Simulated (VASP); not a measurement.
Wanted: the native input for a VASP 6.6.1 run.

| Item | Value |
| --- | --- |
| Task | single point |
| Functional | PBE |
| Potentials or basis | VASP PAW PBE potentials, release 64 (Ti_sv, O) |
| Cutoff | 520 eV |
| k mesh | 6 × 6 × 6 |
| Occupations | gaussian, width 0.02 eV |
| Spin | no spin polarisation |
| Dipole correction | no |
| Further INCAR settings | ALGO = Normal; EDIFF = 1e-06; NBANDS = 60 |

The structure of TiO2 lies in POSCAR:

```
TiO2
1.0
   -2.9279746120      3.2028445645      3.2028553062
    2.9279746120     -3.2028445645      3.2028553062
    2.9279746120      3.2028445645     -3.2028553062
Ti O
4 8
Direct
    0.5000194378      0.7500194378      0.7500000000
    0.4999805622      0.2499805622      0.2500000000
    0.0000000000      0.0000000000      0.5000000000
    0.0000000000      0.5000000000      0.0000000000
    0.3030227998      0.3030303249      0.5000075251
    0.1969729978      0.2499944874      0.9469785105
    0.3030227998      0.8030152748     -0.0000075251
    0.8030159769      0.2499944874      0.5530214895
    0.1969840231      0.7500055126      0.4469785105
    0.8030270022      0.7500055126      0.0530214895
    0.6969772002      0.1969847252      1.0000075251
    0.6969772002      0.6969696751      0.4999924749
```

One way to write it, as run:

INCAR

```
PREC = Accurate
ENCUT = 520
EDIFF = 1E-6
ISMEAR = 0
SIGMA = 0.02
LREAL = F
LASPH = T
NELM = 80
ALGO = Normal
ISIF = 2
LWAVE = F
LCHARG = T
GGA = PE
LELF = T
LVHAR = T
NBANDS = 60
```

KPOINTS

```
Automatic mesh
0
Gamma
  6 6 6
```

Potentials or basis: VASP PAW PBE potentials, release 64 (Ti_sv, O).

The run is started by

```bash
$ cat potpaw_PBE.64/Ti_sv/POTCAR potpaw_PBE.64/O/POTCAR > POTCAR
$ mpirun -np 1 vasp_std > vasp.out
```

Results of the run:

The pressure is 15.5 GPa and the largest force is 0.014 eV/Å. The band gap on the k mesh is 1.88 eV.

Caveat: the cell stands under pressure.

Wall time 14 min on 1 thread of Oxide Virtual Turin-like Processor, with other jobs on the host, peak memory 0.34 GiB.
